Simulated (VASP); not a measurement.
The system is ZnS.

```
Zn S
1.0
     0.00000    2.70200    2.70200
     2.70200    0.00000    2.70200
     2.70200    2.70200    0.00000
Zn S
1 1
Cartesian
  4.0530 4.0530 4.0530
  0.0000 0.0000 0.0000
```

Program: VASP 6.6.1. Alike in all runs: cell as given; cutoff (eV) 520.

**Question.** Order these runs on this cell by their band gap on the k mesh, lowest first.
A. level r2SCAN; potentials or basis VASP PAW PBE potentials, release 64 (Zn, S); spin off; k mesh 9 × 9 × 9; smearing gaussian 0.01 eV
B. level PBE-based screened hybrid with 30 % exact exchange; potentials or basis VASP PAW PBE potentials, release 64 (Zn, S); spin off; k mesh 5 × 5 × 5; smearing fermi-dirac 0.05 eV; grid for exact exchange (PRECFOCK) Normal; share of exact exchange 0.3; screening parameter 0.2 1/Å
C. level LDA; potentials or basis VASP PAW LDA potentials, release 64 (Zn, S); spin off; k mesh 9 × 9 × 9; smearing gaussian 0.01 eV
D. level PBE-based screened hybrid with 20 % exact exchange; potentials or basis VASP PAW PBE potentials, release 64 (Zn, S); spin off; k mesh 5 × 5 × 5; smearing fermi-dirac 0.05 eV; grid for exact exchange (PRECFOCK) Normal; share of exact exchange 0.2; screening parameter 0.2 1/Å
E. level PBE; potentials or basis VASP PAW PBE potentials, release 64 (Zn, S); spin collinear; k mesh 9 × 9 × 9; smearing tetrahedron

**Answer.** C (1.89 eV), E (2.11 eV), A (2.67 eV), D (3.10 eV), B (3.61 eV).
